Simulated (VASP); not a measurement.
Write the native input for VASP 6.6.1 that does the following.

```yaml
Task: single point
Functional: PBE
Potentials_or_basis: VASP PAW PBE potentials, release 64 (Ti_sv, Al)
Cutoff: 520 eV
k_mesh: 12 × 12 × 12
Occupations: gaussian, width 0.1 eV
Spin: no spin polarisation
Dipole_correction: no
Further_INCAR_settings: ALGO = Fast; EDIFF = 1e-06; NBANDS = 18
```

The structure of TiAl3 lies in POSCAR:

```
TiAl3
1.0
    3.8136529831      0.0000000000      0.0000000000
    0.0000000000      3.8136529831      0.0000000000
    0.0000000000      0.0000000000      3.8136529831
Ti Al
1 3
Direct
    0.0000000000      0.0000000000      0.0000000000
    0.5000000000      0.0000000000      0.5000000000
    0.0000000000      0.5000000000      0.5000000000
    0.5000000000      0.5000000000      0.0000000000
```

This cell differs from its parent crystal: volume scaled by 0.88.

One way to write it, as run:

INCAR

```
PREC = Accurate
ENCUT = 520
EDIFF = 1E-6
ISMEAR = 0
SIGMA = 0.1
LREAL = False
LASPH = True
NELM = 100
ALGO = Fast
ISIF = 2
LWAVE = False
LCHARG = True
GGA = PE
LELF = True
LVHAR = True
NBANDS = 18
```

KPOINTS

```
regular mesh
0
Gamma
  12 12 12
```

Potentials or basis: VASP PAW PBE potentials, release 64 (Ti_sv, Al).

The run is started by

```bash
$ cat potpaw_PBE.64/Ti_sv/POTCAR potpaw_PBE.64/Al/POTCAR > POTCAR
$ mpirun -np 1 vasp_std > vasp.out
```

Results of the run:

```
Pressure : 17.6 GPa
```

It took 73 s on 1 thread of Intel(R) Xeon(R) 6975P-C (Granite Rapids), on a shared host, peak memory 0.2 GiB.
